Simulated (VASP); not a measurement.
# TaN (P6_3/mmc) in VASP: further runs, part 2 of 2

VASP 6.6.1.

## (3) Single point, PBE

This run uses another cell than the first one, of 10.29 Å³/atom, 1.020 times its volume.

INCAR

```
ALGO = Normal ; EDIFF = 1E-6
ENCUT = 520 ; GGA = PE
ISIF = 2 ; ISMEAR = -1
LASPH = True ; LCHARG = False
LREAL = False ; LWAVE = False
NBANDS = 24 ; NELM = 80
PREC = Accurate ; SIGMA = 0.05
```

KPOINTS

```
k-points
0
Gamma
  10 10 6
```

POSCAR

```
TaN
1.0
    3.0881117271      0.0000000000      0.0000000000
   -1.5440558635      2.6743832112      0.0000000000
    0.0000000000      0.0000000000      4.9827177251
Ta N
2 2
Direct
    0.0000000000      0.0000000000      0.0000000000
    0.0000000000      0.0000000000      0.5000000000
    0.3333333333      0.6666666667      0.2500000000
    0.6666666667      0.3333333333      0.7500000000
```

Potentials or basis: VASP PAW PBE potentials, release 64 (Ta_pv, N).

Run with:

```sh
> cat potpaw_PBE.64/Ta_pv/POTCAR potpaw_PBE.64/N/POTCAR > POTCAR
> mpirun -np 1 vasp_std > vasp.out
```

OUTCAR:

```text
EDIFF = 1E-6
   ENCUT = 520
   GGA = PE
   ISIF = 2
   ISMEAR = -1
   LASPH = True
   LREAL = False
   NELM = 80
   PREC = Accurate

 ion  position               nearest neighbor table
   1  0.000  0.000  0.000-   3 2.17   4 2.17   4 2.17   3 2.17   4 2.17   3 2.17   2 2.49   2 2.49

   2  0.000  0.000  0.500-   3 2.17   4 2.17   4 2.17   3 2.17   4 2.17   3 2.17   1 2.49   1 2.49

   3  0.333  0.667  0.250-   1 2.17   2 2.17   1 2.17   2 2.17   1 2.17   2 2.17
   4  0.667  0.333  0.750-   1 2.17   2 2.17   1 2.17   2 2.17   1 2.17   2 2.17

  LATTYP: Found a hexagonal cell.
 ALAT       =     3.0881117271
 C/A-ratio  =     1.6135160141

  Lattice vectors:

 A1 = (   3.0881117271,   0.0000000000,   0.0000000000)
 A2 = (  -1.5440558635,   2.6743832112,   0.0000000000)
 A3 = (   0.0000000000,   0.0000000000,   4.9827177251)

Analysis of symmetry for initial positions (statically):
=====================================================================
 Subroutine PRICEL returns:
 Original cell was already a primitive cell.

 Routine SETGRP: Setting up the symmetry group for a
 hexagonal supercell.

 Subroutine GETGRP returns: Found 24 space group operations
 (whereof 12 operations were pure point group operations)
 out of a pool of 24 trial point group operations.

The static configuration has the point symmetry D_3d.
 The point group associated with its full space group is D_6h.

Analysis of symmetry for dynamics (positions and initial velocities):
=====================================================================
 Subroutine PRICEL returns:
 Original cell was already a primitive cell.

 Routine SETGRP: Setting up the symmetry group for a
 hexagonal supercell.

 Subroutine GETGRP returns: Found 24 space group operations
 (whereof 12 operations were pure point group operations)
 out of a pool of 24 trial point group operations.

The dynamic configuration has the point symmetry D_3d.
 The point group associated with its full space group is D_6h.

 Subroutine INISYM returns: Found 24 space group operations
 (whereof 12 operations are pure point group operations),
 and found     1 'primitive' translations

----------------------------------------------------------------------------------------

                                     Primitive cell

  volume of cell :      41.1512

  direct lattice vectors                    reciprocal lattice vectors
     3.088111727  0.000000000  0.000000000     0.323822481  0.186958996  0.000000000
    -1.544055863  2.674383211  0.000000000     0.000000000  0.373917992  0.000000000
     0.000000000  0.000000000  4.982717725     0.000000000  0.000000000  0.200693689

  length of vectors
     3.088111727  3.088111732  4.982717725     0.373917993  0.373917992  0.200693689

  position of ions in fractional coordinates (direct lattice)
     0.000000000  0.000000000  0.000000000
     0.000000000  0.000000000  0.500000000
     0.333333333  0.666666667  0.250000000
     0.666666667  0.333333333  0.750000000

  ion indices of the primitive-cell ions
   primitive index   ion index
                 1           1
                 2           2
                 3           3
                 4           4

----------------------------------------------------------------------------------------

 KPOINTS: k-points

Automatic generation of k-mesh.
 Grid dimensions read from file:
 generate k-points for:   10   10    6

 Generating k-lattice:

  Cartesian coordinates                     Fractional coordinates (reciprocal lattice)
     0.032382248  0.018695900  0.000000000     0.100000000 -0.000000000  0.000000000
     0.000000000  0.037391799  0.000000000     0.000000000  0.100000000  0.000000000
     0.000000000  0.000000000  0.033448948     0.000000000  0.000000000  0.166666667

  Length of vectors
     0.037391799  0.037391799  0.033448948

  Shift w.r.t. Gamma in fractional coordinates (k-lattice)
     0.000000000  0.000000000  0.000000000

 Subroutine IBZKPT returns following result:
 ===========================================

 Found     56 irreducible k-points:

 Following reciprocal coordinates:
            Coordinates               Weight
  0.000000  0.000000  0.000000      1.000000
  0.100000  0.000000  0.000000      6.000000
  0.200000  0.000000  0.000000      6.000000
  0.300000  0.000000  0.000000      6.000000
  0.400000 -0.000000  0.000000      6.000000
  0.500000 -0.000000  0.000000      3.000000
[... 16 lines left out ...]
  0.300000  0.100000  0.166667     24.000000
  0.400000  0.100000  0.166667     24.000000
 [... further k-points ...]
   k-points           NKPTS =     56   k-points in BZ     NKDIM =     56   number of bands    NBANDS=     24
   number of dos      NEDOS =    301   number of ions     NIONS =      4
   total plane-waves  NPLWV =  23040
   dimension x,y,z NGX =    24 NGY =   24 NGZ =   40
   dimension x,y,z NGXF=    48 NGYF=   48 NGZF=   80
   ions per type =               2   2
   NGX,Y,Z   is equivalent  to a cutoff of  12.92, 12.92, 13.35 a.u.
   NGXF,Y,Z  is equivalent  to a cutoff of  25.84, 25.84, 26.69 a.u.
 SYSTEM =  unknown system
   PREC   = accura    normal or accurate (medium, high low for compatibility)
   ISTART =      0    job   : 0-new  1-cont  2-samecut
   ICHARG =      2    charge: 1-file 2-atom 10-const
   ISPIN  =      1    spin polarized calculation?
   LNONCOLLINEAR =      F non collinear calculations
   LSORBIT =      F    spin-orbit coupling
   LASPH  =      T    aspherical Exc in radial PAW
   ENCUT  =  520.0 eV  38.22 Ry    6.18 a.u.   5.74  5.74  9.26*2*pi/ulx,y,z
   NELM   =     80;   NELMIN=  2; NELMDL= -5     # of ELM steps
   EDIFF  = 0.1E-05   stopping-criterion for ELM
   LREAL  =      F    real-space projection
   EDIFFG = 0.1E-04   stopping-criterion for IOM
   NSW    =      0    number of steps for IOM
   IBRION =     -1    ionic relax: 0-MD 1-quasi-New 2-CG
   NFREE  =      0    steps in history (QN), initial steepest desc. (CG)
   ISIF   =      2    stress and relaxation
   ISYM   =      2    0-nonsym 1-usesym 2-fastsym
   POTIM  = 0.5000    time-step for ionic-motion
   TEBEG  =    0.0;   TEEND  =   0.0 temperature during run
   PSTRESS=    0.0 pullay stress
   NELECT =      32.0000    total number of electrons
   NUPDOWN=      -1.0000    fix difference up-down
   EMIN   =  10.00;   EMAX   =-10.00  energy-range for DOS
   EFERMI =   0.00;   METHOD = LEGACY
   ISMEAR =    -1;   SIGMA  =   0.05  broadening in eV -4-tet -1-fermi 0-gaus
   EFERMI_NEDOS =   21; number of points for ismear=-14 and -15
   IALGO  =     38    algorithm
   IMIX   =      4    mixing-type and parameters
     AMIX     =   0.40;   BMIX     =  1.00
     AMIX_MAG =   1.60;   BMIX_MAG =  1.00
  volume/ion in A,a.u.               =      10.29        69.43
  Fermi-wavevector in a.u.,A,eV,Ry     =   1.505441  2.844872 30.835615  2.266354
  Thomas-Fermi vector in A             =   2.616290
   LORBIT       =      0    0 simple, 1 ext, 2 COOP (PROOUT), +10 PAW based schemes
   GGA     = PE    functional components
   LHFCALC =     F    Hartree Fock is set to
   AEXX    =    0.0000 exact exchange contribution
   IVDW    =     0    specifies the selected vdW correction
   LEPSILON=     F    determine dielectric tensor
   LRPA    =     F    only Hartree local field effects (RPA)
 non-spin polarized calculation
  energy-cutoff  :      520.00
  volume of cell :       41.15
 maximum number of plane-waves:      1124
 NGX is ok and might be reduce to    24
   NGX = 11   NGY = 11   NGZ = 19

 number of electron      32.0000002 magnetization

 Free energy of the ion-electron system (eV)
  ---------------------------------------------------
  ext. energy  EPLUGINS =         0.00000000
  ---------------------------------------------------
  free energy    TOTEN  =       -41.80044459 eV

  energy without entropy =      -41.78228009  energy(sigma->0) =      -41.79136234

 E-fermi :   9.4244     XC(G=0): -13.5262

 val. band max:        9.4198115095   @ k =   0.3000   0.0000   0.1667
 cond. band min:       9.4298686415   @ k =   0.0000   0.0000   0.5000
 fundamental gap:      0.0100571319
 Fermi energy:         9.4243720806

 k-point     1 :       0.0000    0.0000    0.0000
  band No.  band energies     occupation
      1     -27.5666      2.00000
      2     -25.9377      2.00000
      3     -25.9377      2.00000
      4     -25.6062      2.00000
      5     -25.6062      2.00000
      6     -24.8408      2.00000
[... 16 lines left out ...]
     23      14.2481      0.00000
     24      15.8133      0.00000
[... 598 lines left out ...]
      2     -26.6488      2.00000
      3     -26.2263      2.00000
      4     -26.1313      2.00000
      5     -25.8061      2.00000
      6     -24.9663      2.00000
[... 16 lines left out ...]
     23      15.3562      0.00000
     24      17.1522      0.00000

 [... further k-points ...]
[... 5 lines left out ...]
  --------------------------------------------------------------------------------------
  -------------------------------------------------------------------------------------
  Total        4.3059653      4.3059654     23.0542869      0.0000000     -0.0000000     -0.0000000
  in kB      167.6479264    167.6479271    897.5927776      0.0000000     -0.0000000     -0.0000000
  external PRESSURE =     410.9628771 kB  Pullay stress =       0.0000000 kB

 VOLUME and BASIS-vectors are now :
 -----------------------------------------------------------------------------
  energy-cutoff  :      520.00
  volume of cell :       41.15
      direct lattice vectors                 reciprocal lattice vectors
     3.088111727  0.000000000  0.000000000     0.323822481  0.186958996  0.000000000
    -1.544055863  2.674383211  0.000000000     0.000000000  0.373917992  0.000000000
     0.000000000  0.000000000  4.982717725     0.000000000  0.000000000  0.200693689

 POSITION                                       TOTAL-FORCE (eV/Angst)
 -----------------------------------------------------------------------------------
      0.00000      0.00000      0.00000        -0.000000      0.000000      0.000000
      0.00000      0.00000      2.49136        -0.000000      0.000000      0.000000
     -0.00000      1.78292      1.24568        -0.000000      0.000000     -0.000000
      1.54406      0.89146      3.73704         0.000000     -0.000000      0.000000
 -----------------------------------------------------------------------------------
    total drift:                               -0.000000      0.000000      0.000000

  FREE ENERGIE OF THE ION-ELECTRON SYSTEM (eV)
  ---------------------------------------------------
  free  energy   TOTEN  =       -41.8004445914 eV

  energy  without entropy=      -41.7822800915  energy(sigma->0) =      -41.79136234
```

It took 41 s on 1 thread of Intel Xeon Platinum 8259CL at 2.50GHz (Skylake/Cascade Lake), shared host; peak memory 0.19 GiB.

Results:

```
Free energy            : -41.8004 eV
Pressure               : 41.1 GPa
Band gap on the k mesh : zero (band 16 reaches 10.23 eV, above the bottom of band 17 at 7.71 eV)
```

Levels at points of the mesh, in eV from the Fermi level:
| k point | band 13 | band 14 | band 15 | band 16 | band 17 | band 18 | band 19 | band 20 |
| --- | --- | --- | --- | --- | --- | --- | --- | --- |
| (0.00, 0.00, 0.00) | -3.52 | -3.52 | -3.50 | -1.71 | -1.71 | -0.55 | -0.55 | 2.48 |
| (0.50, 0.00, 0.00) | -5.07 | -4.94 | -4.29 | 0.27 | 1.48 | 2.31 | 3.70 | 4.42 |
| (0.00, 0.00, 0.50) | -6.13 | -6.13 | 0.01 | 0.01 | 0.06 | 0.06 | 0.06 | 0.06 |
| (0.50, 0.00, 0.50) | -5.90 | -5.90 | -1.50 | -1.50 | 2.86 | 2.86 | 3.16 | 3.16 |

Caveat: spin-orbit coupling is left out, which moves the levels of the heavy elements.
